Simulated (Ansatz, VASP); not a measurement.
**Si in VASP and in Ansatz**

```
Si
1.0
     0.00000    2.70097    2.70097
     2.70097    0.00000    2.70097
     2.70097    2.70097    0.00000
Si
2
Direct
  0.00000 0.00000 0.00000
  0.25000 0.25000 0.25000
```

Alike in both runs: task relaxation of cell and atoms; functional LDA; k mesh 12 × 12 × 12; occupations gaussian, width 0.02 eV; no spin polarisation.

|  | VASP | Ansatz |
| --- | --- | --- |
| version | VASP 6.6.1 | Ansatz 0.2.0 |
| potentials or method | VASP PAW LDA potentials, release 64 (Si), cutoff 500 eV | scalar-relativistic, plane waves, PAW |
| valence electrons in the cell | 8 | 8 |

|  | VASP | Ansatz | Ansatz less VASP |
| --- | --- | --- | --- |
| gap on the k mesh at the Fermi level, each at its own relaxed structure (eV) | 0.44 | 0.44 | +0.001 |
| relaxed volume (Å³/atom) | 19.71 | 19.70 | -0.009 |
| relaxed cell length with the largest relative difference (Å) | 3.820 | 3.820 | -0.0006 |

LDA's correlation is that of Perdew and Zunger in VASP and of Perdew and Wang (1992) in Ansatz.
